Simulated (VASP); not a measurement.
# P (P2/m) in VASP: single point with PBEsol

Aim: the single point of P with PBEsol.

All numbers are computed with VASP 6.6.1; they aren't measurements. Logs are shortened: lines on timing, memory, paths and dates and some standing lists are left out, and cuts for length are marked.

## (1) The cell of the first run

Symmetry: P2/m, No. 10, monoclinic system. The conventional cell has a = 2.435 Å, b = 2.435 Å, c = 9.589 Å, α = 90.00°, β = 91.46°, γ = 90.00°. Within 3.6 Å of P (site symmetry m) lie 18 P at 2.40 to 3.59 Å. Within 3.2 Å of P (site symmetry m) lie 6 P at 2.40 to 2.43 Å.

## (2) Single point, PBEsol (the part above a cut slid along it)

INCAR

```
PREC = Accurate
ENCUT = 520
EDIFF = 1E-6
ISMEAR = 0
SIGMA = 0.15
LREAL = False
LASPH = True
NELM = 100
ALGO = Normal
ISIF = 2
LWAVE = False
LCHARG = False
GGA = PS
NBANDS = 18
```

KPOINTS

```
Automatic mesh
0
Gamma
  24 24 6
```

POSCAR

```
P
1.0
   -2.4347371633      0.0000000000     -0.0052449062
    0.0000000000     -2.4346254889      0.0000000000
   -2.2110678611      0.0000000000      9.5811746899
P
4
Direct
    0.2125000000      0.0000000000      0.8750000000
    0.6625000000      0.0000000000      0.3750000000
   -0.1125000000      0.0000000000      0.1250000000
   -0.5625000000      0.0000000000      0.6250000000
```

Potentials or basis: VASP PAW PBE potentials, release 64 (P).

Launch:

```sh
$ cat potpaw_PBE.64/P/POTCAR > POTCAR
$ mpirun -np 1 vasp_std > vasp.out
```

OUTCAR:

```text
PREC = Accurate
   ENCUT = 520
   EDIFF = 1E-6
   ISMEAR = 0
   LREAL = False
   LASPH = True
   NELM = 100
   ISIF = 2
   GGA = PS

 ion  position               nearest neighbor table
   1  0.212  0.000  0.875-   4 2.40   3 2.41
   2  0.663  0.000  0.375-   3 2.40   4 2.40
   3  0.888  0.000  0.125-   2 2.40   1 2.41
   4  0.438  0.000  0.625-   1 2.40   2 2.40

  LATTYP: Found a simple monoclinic cell.
 ALAT       =     2.4347428126
 B/A-ratio  =     0.9999518127
 C/A-ratio  =     3.9384153864
 COS(beta)  =    -0.0254790963

  Lattice vectors:

 A1 = (  -2.4347371633,   0.0000000000,  -0.0052449062)
 A2 = (   0.0000000000,  -2.4346254889,   0.0000000000)
 A3 = (   0.2236693022,   0.0000000000,   9.5864195961)

Analysis of symmetry for initial positions (statically):
=====================================================================
 Subroutine PRICEL returns:
 Original cell was already a primitive cell.

 Routine SETGRP: Setting up the symmetry group for a
 simple monoclinic supercell.

 Subroutine GETGRP returns: Found  4 space group operations
 (whereof  2 operations were pure point group operations)
 out of a pool of  4 trial point group operations.

The static configuration has the point symmetry C_1h.
 The point group associated with its full space group is C_2h.

Analysis of symmetry for dynamics (positions and initial velocities):
=====================================================================
 Subroutine PRICEL returns:
 Original cell was already a primitive cell.

 Routine SETGRP: Setting up the symmetry group for a
 simple monoclinic supercell.

 Subroutine GETGRP returns: Found  4 space group operations
 (whereof  2 operations were pure point group operations)
 out of a pool of  4 trial point group operations.

The dynamic configuration has the point symmetry C_1h.
 The point group associated with its full space group is C_2h.

 Subroutine INISYM returns: Found  4 space group operations
 (whereof  2 operations are pure point group operations),
 and found     1 'primitive' translations

----------------------------------------------------------------------------------------

[... 92 lines left out ...]
   LSORBIT =      F    spin-orbit coupling
   LASPH  =      T    aspherical Exc in radial PAW
   ENCUT  =  520.0 eV  38.22 Ry    6.18 a.u.   4.53  4.53 18.28*2*pi/ulx,y,z
   NELM   =    100;   NELMIN=  2; NELMDL= -5     # of ELM steps
   EDIFF  = 0.1E-05   stopping-criterion for ELM
   LREAL  =      F    real-space projection
   EDIFFG = 0.1E-04   stopping-criterion for IOM
   NSW    =      0    number of steps for IOM
   IBRION =     -1    ionic relax: 0-MD 1-quasi-New 2-CG
   NFREE  =      0    steps in history (QN), initial steepest desc. (CG)
   ISIF   =      2    stress and relaxation
   ISYM   =      2    0-nonsym 1-usesym 2-fastsym
   POTIM  = 0.5000    time-step for ionic-motion
   TEBEG  =    0.0;   TEEND  =   0.0 temperature during run
   PSTRESS=    0.0 pullay stress
   NELECT =      20.0000    total number of electrons
   NUPDOWN=      -1.0000    fix difference up-down
   EMIN   =  10.00;   EMAX   =-10.00  energy-range for DOS
   EFERMI =   0.00;   METHOD = LEGACY
   ISMEAR =     0;   SIGMA  =   0.15  broadening in eV -4-tet -1-fermi 0-gaus
   EFERMI_NEDOS =   21; number of points for ismear=-14 and -15
   IALGO  =     38    algorithm
   IMIX   =      4    mixing-type and parameters
     AMIX     =   0.40;   BMIX     =  1.00
     AMIX_MAG =   1.60;   BMIX_MAG =  1.00
  volume/ion in A,a.u.               =      14.21        95.86
  Fermi-wavevector in a.u.,A,eV,Ry     =   1.155878  2.184292 18.178108  1.336053
  Thomas-Fermi vector in A             =   2.292503
   LORBIT       =      0    0 simple, 1 ext, 2 COOP (PROOUT), +10 PAW based schemes
   GGA     = PS    functional components
   LHFCALC =     F    Hartree Fock is set to
   AEXX    =    0.0000 exact exchange contribution
   IVDW    =     0    specifies the selected vdW correction
   LEPSILON=     F    determine dielectric tensor
   LRPA    =     F    only Hartree local field effects (RPA)
 non-spin polarized calculation
 Gauss-broadening in eV      SIGMA  =   0.15
  energy-cutoff  :      520.00
  volume of cell :       56.82
 maximum number of plane-waves:      1562
   NGX =  9   NGY =  9   NGZ = 37

 number of electron      19.9999997 magnetization

 Free energy of the ion-electron system (eV)
  ---------------------------------------------------
  ext. energy  EPLUGINS =         0.00000000
  ---------------------------------------------------
  free energy    TOTEN  =       -23.05638229 eV

  energy without entropy =      -23.04176086  energy(sigma->0) =      -23.04907158

 E-fermi :   9.9412     XC(G=0): -11.4867

 val. band max:        9.9402414371   @ k =   0.2083   0.0000   0.0000
 cond. band min:       9.9424964648   @ k =  -0.2500   0.4167   0.3333
 fundamental gap:      0.0022550276
 Fermi energy:         9.9411993023

 k-point     1 :       0.0000    0.0000    0.0000
  band No.  band energies     occupation
      1      -6.8190      2.00000
      2      -5.3430      2.00000
      3      -5.3387      2.00000
      4      -2.1346      2.00000
      5       1.0088      2.00000
      6       6.9677      2.00000
[... 481 lines left out ...]
      5       2.3775      2.00000
      6       2.4757      2.00000
[... 10 lines left out ...]
     17      18.9843      0.00000
     18      19.4505      0.00000

 [... further k-points ...]

------------------------ aborting loop because EDIFF is reached ----------------------------------------

  FORCE on cell =-STRESS in cart. coord.  units (eV):
  Direction    XX          YY          ZZ          XY          YZ          ZX
  --------------------------------------------------------------------------------------
  -------------------------------------------------------------------------------------
  Total       -0.4463143     -0.5498163      0.8228812      0.0000000      0.0000000     -0.6448256
  in kB      -12.5844006    -15.5027702     23.2021843      0.0000000      0.0000000    -18.1816796
  external PRESSURE =      -1.6283288 kB  Pullay stress =       0.0000000 kB

 VOLUME and BASIS-vectors are now :
 -----------------------------------------------------------------------------
  energy-cutoff  :      520.00
  volume of cell :       56.82
      direct lattice vectors                 reciprocal lattice vectors
    -2.434737163  0.000000000 -0.005244906    -0.410517872  0.000000000 -0.094736074
     0.000000000 -2.434625489  0.000000000     0.000000000 -0.410740791  0.000000000
    -2.211067861  0.000000000  9.581174690    -0.000224725  0.000000000  0.104319475

 POSITION                                       TOTAL-FORCE (eV/Angst)
 -----------------------------------------------------------------------------------
     -2.45207      0.00000      8.38241         0.220276      0.000000     -0.029109
     -2.44216      0.00000      3.58947        -0.025201      0.000000     -0.028915
     -2.43721      0.00000      1.19299        -0.220276      0.000000      0.029109
     -2.44711      0.00000      5.98594         0.025201      0.000000      0.028915
 -----------------------------------------------------------------------------------
    total drift:                               -0.000001      0.000000      0.000002

  FREE ENERGIE OF THE ION-ELECTRON SYSTEM (eV)
  ---------------------------------------------------
  free  energy   TOTEN  =       -23.0563822924 eV

  energy  without entropy=      -23.0417608644  energy(sigma->0) =      -23.04907158
```

OSZICAR:

```text
N       E                     dE             d eps       ncg     rms          rms(c)
DAV:   1     0.488773838774E+02    0.48877E+02   -0.87206E+03 34632   0.976E+02
DAV:   2    -0.201951131107E+02   -0.69072E+02   -0.66202E+02 46814   0.153E+02
DAV:   3    -0.230751185717E+02   -0.28800E+01   -0.28410E+01 45832   0.297E+01
DAV:   4    -0.230978880163E+02   -0.22769E-01   -0.22734E-01 45126   0.319E+00
DAV:   5    -0.230980893885E+02   -0.20137E-03   -0.20133E-03 44906   0.281E-01    0.947E+00
DAV:   6    -0.230718081185E+02    0.26281E-01   -0.26979E-03 44342   0.361E-01    0.557E+00
DAV:   7    -0.230563135948E+02    0.15495E-01   -0.66456E-03 39262   0.577E-01    0.138E-01
DAV:   8    -0.230563454474E+02   -0.31853E-04   -0.41674E-04 47114   0.128E-01    0.848E-02
DAV:   9    -0.230563796890E+02   -0.34242E-04   -0.10116E-04 42062   0.688E-02    0.182E-02
DAV:  10    -0.230563824663E+02   -0.27773E-05   -0.10551E-05 44204   0.205E-02    0.656E-03
DAV:  11    -0.230563822924E+02    0.17396E-06   -0.54917E-07 21970   0.465E-03
   1 F= -.23056382E+02 E0= -.23049072E+02  d E =-.146214E-01
```

stdout:

```text
POSCAR found type information on POSCAR P
 POSCAR found :  1 types and       4 ions
 scaLAPACK will be used
 -----------------------------------------------------------------------------
|                                                                             |
|                                                                             |
|     You enforced a specific xc type in the INCAR file but a different       |
|     I HOPE YOU KNOW WHAT YOU ARE DOING!                                     |
|                                                                             |
 -----------------------------------------------------------------------------

 LDA part: xc-table for (Slater+PW92), standard interpolation
 POSCAR, INCAR and KPOINTS ok, starting setup
 FFT: planning ... GRIDC
 FFT: planning ... GRID_SOFT
 FFT: planning ... GRID
 WAVECAR not read
 entering main loop
```

It took 5 min on 1 thread of AMD EPYC 9R45 (Zen 5), shared host; peak memory 0.68 GiB.

Results:

- Free energy: -23.0564 eV
- Pressure: -0.2 GPa
- Largest force: 0.222 eV/Å
- Band gap on the k mesh: zero (bands 10 and 11 overlap by 8.46 eV)

Forces on the atoms (eV/Å):
```
P    0.220  0.000 -0.029
P   -0.025  0.000 -0.029
P   -0.220  0.000  0.029
P    0.025  0.000  0.029
```

Caveat: the cell differs from its parent crystal (the part above a cut slid along it); the PAW data sets were made with another functional, which shifts forces and pressure a little.
